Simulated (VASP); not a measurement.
# TePb: single point with PBE

The system is TePb.

```xyz
2
Lattice="0.0000 3.1490 3.1490 3.1490 0.0000 3.1490 3.1490 3.1490 0.0000" Properties=species:S:1:pos:R:3 pbc="T T T"
Te    3.1490    3.1490    3.1490
Pb    0.0000    0.0000    0.0000
```

This cell differs from its parent crystal: volume scaled by 0.88.

- Program: VASP 6.6.1
- Task: single point
- Functional: PBE
- Potentials or basis: VASP PAW PBE potentials, release 64 (Te, Pb_d)
- Cutoff: 500 eV
- k mesh: 8 × 8 × 8
- Occupations: gaussian, width 0.02 eV
- Spin: no spin polarisation
- Dipole correction: no
- Further INCAR settings: ALGO = Normal; EDIFF = 1e-06; NBANDS = 17

```json
{
  "Pressure": "6.4 GPa",
  "Band gap on the k mesh": "0.55 eV, direct"
}
```

Levels at points of the mesh, in eV from the valence-band top:
| k point | band 6 | band 7 | band 8 | band 9 | band 10 | band 11 | band 12 | band 13 | band 14 | band 15 |
| --- | --- | --- | --- | --- | --- | --- | --- | --- | --- | --- |
| (0.00, 0.00, 0.00) | -12.73 | -5.42 | -1.69 | -1.69 | -1.69 | 4.12 | 4.12 | 4.12 | 5.58 | 5.58 |
| (0.50, 0.00, 0.00) | -11.08 | -9.06 | -1.17 | -1.17 | 0.00 | 0.55 | 1.04 | 1.04 | 8.45 | 9.17 |
| (0.50, 0.50, 0.00) | -10.74 | -7.46 | -5.17 | -3.30 | -3.30 | 2.91 | 5.73 | 5.73 | 7.14 | 10.24 |

Wall time 16 s on 1 thread of Intel(R) Xeon(R) Platinum 8488C (Sapphire Rapids), with other jobs on the host, peak memory 0.18 GiB.

Caveat: spin-orbit coupling is left out, which moves the levels of the heavy elements. A k mesh can miss the band edges.
